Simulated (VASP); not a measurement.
Here is a VASP 6.6.1 calculation.

File INCAR:

```
PREC = Accurate
ENCUT = 520
EDIFF = 1E-6
ISMEAR = -1
SIGMA = 0.1
LREAL = False
LASPH = True
NELM = 100
ALGO = Normal
ISIF = 2
LWAVE = False
LCHARG = False
GGA = PS
NBANDS = 18
```

Contents of KPOINTS:

```
regular mesh
0
Gamma
  6 6 6
```

Contents of POSCAR:

```
TiAu
1.0
    3.2200369261      0.0000000000      0.0000000000
    0.0000000000      3.2200369261      0.0000000000
    0.0000000000      0.0000000000      3.2200369261
Ti Au
1 1
Direct
    0.5000000000      0.5000000000      0.5000000000
    0.0000000000      0.0000000000      0.0000000000
```

Potentials or basis: VASP PAW PBE potentials, release 64 (Ti_sv, Au).

Run with:

```sh
$ cat potpaw_PBE.64/Ti_sv/POTCAR potpaw_PBE.64/Au/POTCAR > POTCAR
$ mpirun -np 1 vasp_std > vasp.out
```

Question: Estimate the pressure.

Answer: -0.2 GPa.

Caveat: the PAW data sets were made with another functional, which shifts forces and pressure a little.
